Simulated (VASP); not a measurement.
A run of VASP 6.6.1 is set up as follows.

INCAR

```
PREC = Accurate
ENCUT = 520
EDIFF = 1E-6
ISMEAR = 0
SIGMA = 0.02
LREAL = False
LASPH = True
NELM = 100
ALGO = Normal
ISIF = 2
LWAVE = False
LCHARG = False
NBANDS = 44
```

Contents of KPOINTS:

```
regular mesh
0
Gamma
  6 6 6
```

Contents of POSCAR:

```
SiO2
1.0
   -2.6196010285      4.2266142814      4.5179200454
    2.6196010285     -4.2266142814      4.5179200454
    2.6196010285      4.2266142814     -4.5179200454
Si O
4 8
Direct
    0.8939276480      0.8331921386      0.0607355094
    0.7275433709      0.1668078614      0.5607355094
    0.1060723520      0.1668078614      0.9392644906
    0.2724566291      0.8331921386      0.4392644906
    0.0814898654      0.8314898654      0.2500000000
    0.9185101346      0.1685101346      0.7500000000
    0.7456167855      0.5000000000      0.7456167855
    0.2543832145      0.0000000000      0.7543832145
    0.2543832145      0.5000000000      0.2543832145
    0.7456167855      0.0000000000      0.2456167855
    0.0000000000      0.0000000000      0.0000000000
    0.5000000000      0.0000000000      0.5000000000
```

Potentials or basis: VASP PAW LDA potentials, release 64 (Si, O).

Command:

```bash
$ cat potpaw_LDA.64/Si/POTCAR potpaw_LDA.64/O/POTCAR > POTCAR
$ mpirun -np 1 vasp_std > vasp.out
```

Question: Estimate the band gap on the k mesh.

Answer: 5.38 eV (least direct gap 5.38 eV).

Question: What does it give for the largest force?

Answer: 0.046 eV/Å.

Stress tensor (GPa, compression positive):
```
1.23 0.00 0.00
0.00 1.01 0.00
0.00 0.00 1.14
```

A k mesh can miss the band edges.
